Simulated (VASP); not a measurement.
A run of VASP 6.6.1 is set up as follows.

File INCAR:

```
PREC     = Accurate       # precision mode
ENCUT    = 600            # plane-wave cutoff, eV
EDIFF    = 1E-6           # SCF threshold, eV
ISMEAR   = 0              # smearing method
SIGMA    = 0.1            # smearing width, eV
LREAL    = F              # projectors in reciprocal space
LASPH    = T              # aspherical terms in the spheres
NELM     = 60             # most SCF steps
ALGO     = Normal         # electronic algorithm
ISIF     = 3              # what is computed and relaxed
LWAVE    = F              # write WAVECAR
LCHARG   = F              # write CHGCAR
GGA      = PE             # functional
IBRION   = 2              # ionic algorithm
NSW      = 100            # ionic steps
EDIFFG   = -0.01          # ionic threshold
```

File KPOINTS:

```
regular mesh
0
Gamma
  6 6 6
```

POSCAR

```
CaTeI3
1.0
    4.8141775609      2.7794667107      3.8422617444
   -4.8141775609      2.7794667107      3.8422617444
    0.0000000000     -5.5589334215      3.8422617444
Ca Te I
1 1 3
Direct
    0.8104266360      0.8104266360      0.8104266360
    0.5401996432      0.5401996432      0.5401996432
    0.0578608561      0.5547564524      0.5547564524
    0.5547564524      0.5547564524      0.0578608561
    0.5547564524      0.0578608561      0.5547564524
```

Potentials or basis: VASP PAW PBE potentials, release 64 (Ca_sv, Te, I).

Launch:

```bash
$ cat potpaw_PBE.64/Ca_sv/POTCAR potpaw_PBE.64/Te/POTCAR potpaw_PBE.64/I/POTCAR > POTCAR
$ mpirun -np 1 vasp_std > vasp.out
```

(1) Estimate the space group after relaxing (to 0.1 Å).

(2) Estimate the relaxed cell.

(3) Estimate the relaxed volume.

(4) What does it give for the band gap on the k mesh?

Answers

(1) R3m (No. 160).

(2) a = 6.636 Å, b = 6.636 Å, c = 6.636 Å, α = 89.28°, β = 89.28°, γ = 89.28°.

(3) 58.42 Å³/atom.

(4) zero (an odd number of electrons rules out a gap without spin polarisation).

Caveat: spin-orbit coupling is left out, which moves the levels of the heavy elements; an odd number of electrons without spin polarisation forces a metal; a magnetic or distorted state may lie lower.
